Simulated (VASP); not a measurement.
C:

```
C
1.0
     1.22805   -2.12706    0.00000
     1.22805    2.12706    0.00000
     0.00000    0.00000    7.17327
C
4
Cartesian
  1.2280 1.7724 5.4025
  1.2280 -0.3547 1.7708
  1.2280 -1.7724 1.7708
  1.2280 0.3547 5.4025
```

* Program: VASP 6.6.1
* Task: relaxation of cell and atoms
* Functional: PBEsol
* Dispersion: D3(BJ)
* Potentials or basis: VASP PAW PBE potentials, release 64 (C)
* Cutoff: 600 eV
* k mesh: 10 × 10 × 3
* Occupations: fermi-dirac, width 0.1 eV
* Spin: no spin polarisation

At the start: pressure 0.5 GPa; volume 9.37 Å³/atom.

Q: Where does the relaxation end?

A: Over 42 steps the energy falls by 5.1 meV/atom and the volume is 8.69 Å³/atom (-7.2 %); space group Fmmm (No. 69, to 0.1 Å) before and after.

The path:
| step | energy change (eV) | largest force (eV/Å) | pressure (GPa) | volume (Å³) |
| --- | --- | --- | --- | --- |
| 1 | 0.0000 | 0.0188 | 0.48 | 37.48 |
| 3 | -0.0013 | 0.0243 | -1.22 | 37.54 |
| 5 | -0.0101 | 0.2526 | -1.42 | 36.50 |
| 7 | -0.0120 | 0.4113 | -1.51 | 35.89 |
| 9 | -0.0138 | 0.3577 | -1.37 | 35.73 |
| 11 | -0.0190 | 0.1178 | -0.75 | 35.00 |
| 13 | -0.0196 | 0.0165 | -0.43 | 34.67 |
| 15 | -0.0198 | 0.0138 | -0.32 | 34.65 |
| 17 | -0.0200 | 0.0130 | 0.42 | 34.75 |
| 19 | -0.0202 | 0.0133 | 0.14 | 34.71 |
| 21 | -0.0202 | 0.0133 | 0.14 | 34.71 |
| 23 | -0.0202 | 0.0128 | -0.11 | 34.74 |
| 25 | -0.0202 | 0.0132 | -0.07 | 34.73 |
| 27 | -0.0203 | 0.0274 | -0.10 | 34.74 |
| 29 | -0.0203 | 0.0561 | -0.14 | 34.76 |
| 31 | -0.0203 | 0.0509 | -0.13 | 34.76 |
| 33 | -0.0204 | 0.0309 | -0.11 | 34.77 |
| 35 | -0.0205 | 0.0055 | -0.06 | 34.78 |
| 37 | -0.0205 | 0.0142 | -0.02 | 34.78 |
| 39 | -0.0205 | 0.0168 | 0.00 | 34.78 |
| 41 | -0.0205 | 0.0170 | -0.01 | 34.78 |
| 42 | -0.0206 | 0.0035 | -0.03 | 34.78 |

Final structure:
```yaml
crystal:
  lattice:
    - [1.22987, -2.12859, 0.00000]
    - [1.22987, 2.12859, 0.00000]
    - [0.00000, 0.00000, 6.64223]
  atoms:
    - { symbol: C, position: [0.08334, 0.91666, 0.75052] }
    - { symbol: C, position: [0.58334, 0.41666, 0.24948] }
    - { symbol: C, position: [0.91666, 0.08334, 0.24948] }
    - { symbol: C, position: [0.41666, 0.58334, 0.75052] }
```

Caveat: the PAW data sets were made with another functional, which shifts forces and pressure a little.
